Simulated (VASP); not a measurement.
HfIn4SiO6:

```
CELL_PARAMETERS angstrom
5.27743 0.00000 0.00000
-2.63872 4.57039 0.00000
0.00000 0.00000 10.55905
ATOMIC_POSITIONS crystal
Hf 0.66667 0.33333 0.00000
In 0.00000 0.00000 0.30446
In 0.00000 0.00000 0.69554
In 0.33333 0.66667 0.78919
In 0.33333 0.66667 0.21081
Si 0.00000 0.00000 0.00000
O 0.97300 0.70496 0.89972
O 0.29504 0.02700 0.10028
O 0.29504 0.26804 0.89972
O 0.73196 0.70496 0.10028
O 0.73196 0.02700 0.89972
O 0.97300 0.26804 0.10028
```

Base run:

- Program: VASP 6.6.1
- Functional: PBE
- Potentials or basis: VASP PAW PBE potentials, release 64 (Hf_pv, In_d, Si, O)
- Cutoff: 520 eV
- k mesh: 4 × 4 × 2
- Occupations: fermi-dirac, width 0.05 eV
- Spin: no spin polarisation
- Hubbard terms: Hf d U = 3.0 eV

Its results: band gap on the k mesh 0.36 eV (least direct gap 1.75 eV); pressure 0.7 GPa; largest force 0.218 eV/Å.

Q: The run is repeated on the same cell with these changes: functional from PBE to revPBE; hubbard terms from Hf d U = 3.0 eV to none. What comes out?

A: Band gap on the k mesh 0.38 eV (least direct gap 1.76 eV); pressure 1.2 GPa; largest force 0.159 eV/Å.

Several settings changed at once.

Caveats: semilocal functionals underestimate gaps, and a narrow one can read as zero; spin-orbit coupling is left out, which moves the levels of the heavy elements; the PAW data sets were made with another functional, which shifts forces and pressure a little (at least some runs).

A k mesh can miss the band edges.
